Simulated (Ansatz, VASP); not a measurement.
**TiO2 in VASP and in Ansatz**

The input INCAR:

```
SYSTEM = TiO2
PREC     = Accurate       ! precision mode
ENCUT    = 520            ! plane-wave cutoff, eV
EDIFF    = 1E-6           ! SCF threshold, eV
ISMEAR   = -1             ! smearing method
SIGMA    = 0.05           ! smearing width, eV
LREAL    = .FALSE.        ! projectors in reciprocal space
LASPH    = .TRUE.         ! aspherical terms in the spheres
NELM     = 80             ! most SCF steps
ALGO     = Normal         ! electronic algorithm
ISIF     = 2              ! what is computed and relaxed
LWAVE    = .FALSE.        ! write WAVECAR
LCHARG   = .FALSE.        ! write CHGCAR
GGA      = PS             ! functional
NBANDS   = 19             ! bands
```

File KPOINTS:

```
regular mesh
0
G
  10 10 10
  0 0 0
```

The input POSCAR:

```
TiO2
1.0
    1.4973312015      0.8644845722      6.9815443949
   -1.4973312015      0.8644845722      6.9815443949
    0.0000000000     -1.7289691445      6.9815443949
Ti O
1 2
Direct
    0.0000000000      0.0000000000      0.0000000000
    0.3795330000      0.3795330000      0.3795330000
    0.6204670000      0.6204670000      0.6204670000
```

Contents of input.yaml:

```yaml
crystal:
  lattice:
    - [1.4973312015, 0.8644845722, 6.9815443949]
    - [-1.4973312015, 0.8644845722, 6.9815443949]
    - [0.0, -1.7289691445, 6.9815443949]
  atoms:
    - { symbol: Ti, position: [0.0, 0.0, 0.0] }
    - { symbol: O, position: [0.379533, 0.379533, 0.379533] }
    - { symbol: O, position: [0.620467, 0.620467, 0.620467] }
hamiltonian:
  xc: pbesol
  pseudopotentials: { kind: paw }
kpoints:
  mp_grid: { grid: [10, 10, 10] }
  band_path:
    path:
      - [[0.0, 0.0, 0.0], [0.5, 0.0, 0.0], [0.5, 0.1768882983, -0.1768882983]]
      - [[0.8231117017, 0.5, 0.1768882983], [0.5, 0.5, 0.5], [0.0, 0.0, 0.0], [0.3384441492, 0.0, -0.3384441492]]
      - [[0.6615558508, 0.3384441492, 0.0], [0.5, 0.5, 0.0], [0.6615558508, 0.6615558508, 0.1768882983], [0.5, 0.5, 0.5]]
      - [[0.5, 0.0, 0.0], [0.8231117017, 0.3384441492, 0.3384441492]]
    npoints: 14
scf:
  occupations: { method: fermi_dirac, width: 0.05 }
  n_extra_bands: 7
output:
  forces: true
  stress: true
  eigenvalues: true
  fatbands: false
```

Alike in both runs: functional PBEsol; k mesh 10 × 10 × 10; occupations fermi-dirac, width 0.05 eV; no spin polarisation.

|  | VASP | Ansatz |
| --- | --- | --- |
| version | VASP 6.6.1 | Ansatz 0.2.0 |
| potentials or method | VASP PAW PBE potentials, release 64 (Ti_sv, O) | Ansatz PAW |
| plane-wave cutoff (eV) | 520 | 420 |
| valence electrons in the cell | 24 | 24 |
| task | single point | band structure |

Ansatz gave:

```
gap on the k mesh at the Fermi level (eV)                     : 2.67
least direct gap on the mesh (eV)                             : 2.85
pressure (GPa)                                                : -4.3
traceless stress, the component that is largest in VASP (GPa) : 1.77
rms of the force components (eV/Å)                            : 0.207
```

**Question.** Which values does VASP return?

**Answer.** gap on the k mesh at the Fermi level (eV): 2.64; least direct gap on the mesh (eV): 2.83; pressure (GPa): -3.9; traceless stress, the component that is largest in VASP (GPa): 1.52; rms of the force components (eV/Å): 0.181.

VASP's potentials were made for PBE, not for PBEsol. Atom by atom the forces differ by 0.026 eV/Å (rms over components). With one functional, cell and mesh, what is left measures potentials, basis and numerics.
